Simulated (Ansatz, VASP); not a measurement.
Two plane-wave programs on In

POSCAR

```
In
1.0
    0.0000000000      3.2614122382      3.2614122382
    3.2614122382      0.0000000000      3.2614122382
    3.2614122382      3.2614122382      0.0000000000
In
2
Direct
    0.1250000000      0.1250000000      0.1250000000
    0.8750000000      0.8750000000      0.8750000000
```

The input INCAR.step1:

```
SYSTEM = In
ALGO = Normal ; EDIFF = 1E-4
ENCUT = 520 ; GGA = PE
ISMEAR = -1 ; LASPH = .TRUE.
LCHARG = .FALSE. ; LREAL = .FALSE.
LWAVE = .TRUE. ; NBANDS = 20
NELM = 80 ; PREC = Accurate
SIGMA = 0.1
```

Contents of INCAR.step2:

```
SYSTEM = In
ALGO = Normal ; EDIFF = 1E-6
ENCUT = 520 ; ISIF = 2
ISMEAR = -1 ; ISTART = 1
LASPH = .TRUE. ; LCHARG = .FALSE.
LMIXTAU = .TRUE. ; LREAL = .FALSE.
LWAVE = .FALSE. ; METAGGA = R2SCAN
NBANDS = 20 ; NELM = 80
PREC = Accurate ; SIGMA = 0.1
```

File KPOINTS:

```
k-points
0
G
  9 9 9
  0 0 0
```

Input for Ansatz:

```yaml
crystal:
  lattice:
    - [0.0, 3.2614122382, 3.2614122382]
    - [3.2614122382, 0.0, 3.2614122382]
    - [3.2614122382, 3.2614122382, 0.0]
  atoms:
    - { symbol: In, position: [0.125, 0.125, 0.125] }
    - { symbol: In, position: [0.875, 0.875, 0.875] }
hamiltonian:
  xc: r2scan
  pseudopotentials:
    kind: paw
    azcp:
      In: "pseudopotentials/In.paw.azcp"
basis:
  ecutwfc: 500
  fft_grid_basis: typed
kpoints:
  mp_grid: { grid: [9, 9, 9], shift: [0, 0, 0] }
magnetization:
  spin_polarized: false
scf:
  occupations: { method: fermi_dirac, width: 0.1 }
  lower_state_search: "off"
output:
  stress: true
  write_density: true
  write_potential: true
  elf: true
  volumetric_format: npy
```

Alike in both runs: task single point; functional r2SCAN; k mesh 9 × 9 × 9; occupations fermi-dirac, width 0.1 eV; no spin polarisation.

|  | VASP | Ansatz |
| --- | --- | --- |
| version | VASP 6.6.1 | Ansatz 0.2.0 |
| potentials or method | VASP PAW PBE potentials, release 64 (In_d), cutoff 520 eV | plane waves (500 eV) with PAW, scalar-relativistic |
| valence electrons in the cell | 26 | 26 |

|  | VASP | Ansatz | Ansatz less VASP |
| --- | --- | --- | --- |
| pressure (GPa) | 1.3 | 1.3 | 0.00 |

VASP's potentials were made for PBE, not for r2SCAN.
